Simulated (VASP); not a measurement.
Here is a VASP 6.6.1 calculation.

The input INCAR:

```
SYSTEM = Li7Sb
PREC = Accurate
ENCUT = 520
EDIFF = 1E-7
ISMEAR = 0
SIGMA = 0.1
LREAL = .False.
LASPH = .True.
NELM = 100
ALGO = Normal
ISIF = 2
LWAVE = .False.
LCHARG = .False.
GGA = PE
NBANDS = 23
```

The input KPOINTS:

```
regular mesh
0
Gamma
  6 6 6
  0 0 0
```

POSCAR

```
Li7Sb
1.0
    2.5153704512      1.4522498071      6.9040672738
   -2.5153704512      1.4522498071      6.9040672738
    0.0000000000     -2.9044996142      6.9040672738
Li Sb
7 1
Direct
    0.0000000000      0.0000000000      0.5000000000
    0.5000000000      0.0000000000      0.0000000000
    0.0000000000      0.5000000000      0.0000000000
    0.7090763664      0.7090763664      0.7090763664
    0.2909236336      0.2909236336      0.2909236336
    0.4213082594      0.4213082594      0.4213082594
    0.5786917406      0.5786917406      0.5786917406
    0.0000000000      0.0000000000      0.0000000000
```

Potentials or basis: VASP PAW PBE potentials, release 64 (Li_sv, Sb).

Command:

```sh
$ cat potpaw_PBE.64/Li_sv/POTCAR potpaw_PBE.64/Sb/POTCAR > POTCAR
$ mpirun -np 1 vasp_std > vasp.out
```

Task: What does it give for the band gap on the k mesh?

Result: Zero (bands 13 and 14 overlap by 1.09 eV).

Task: What does it give for the largest force?

Result: 0.018 eV/Å.

Forces on the atoms (eV/Å):
```
Li   0.000  0.000  0.000
Li   0.000  0.000  0.000
Li   0.000  0.000  0.000
Li   0.000  0.000 -0.018
Li   0.000  0.000  0.018
Li   0.000  0.000 -0.005
Li   0.000  0.000  0.005
Sb   0.000  0.000  0.000
```

Caveat: spin-orbit coupling is left out, which moves the levels of the heavy elements.
